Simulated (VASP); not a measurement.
A run of VASP 6.6.1 is set up as follows.

The input INCAR:

```
SYSTEM = Se
  PREC = Accurate
  ENCUT = 520
  EDIFF = 1E-6
  ISMEAR = 0
  SIGMA = 0.1
  LREAL = .False.
  LASPH = .True.
  NELM = 100
  ALGO = Normal
  ISIF = 2
  LWAVE = .False.
  LCHARG = .True.
  GGA = PE
  LELF = .True.
  LVHAR = .True.
  NBANDS = 9
```

KPOINTS

```
Automatic mesh
0
Gamma
  9 9 9
  0 0 0
```

POSCAR

```
Se
1.0
    2.0314426097      1.1728539376      1.5969689714
   -2.0314426097      1.1728539376      1.5969689714
    0.0000000000     -2.3457078752      1.5969689714
Se
1
Direct
    0.0000000000      0.0000000000      0.0000000000
```

Potentials or basis: VASP PAW PBE potentials, release 64 (Se).

Launch:

```sh
$ cat potpaw_PBE.64/Se/POTCAR > POTCAR
$ mpirun -np 1 vasp_std > vasp.out
```

Problem. Estimate the pressure.

Solution. -0.1 GPa.

Problem. What does it give for the band gap on the k mesh?

Solution. Zero (band 3 reaches 7.22 eV, above the bottom of band 4 at 1.58 eV).

Stress tensor (GPa, compression positive):
```
-0.20  0.00  0.00
 0.00 -0.20  0.00
 0.00  0.00 -0.04
```
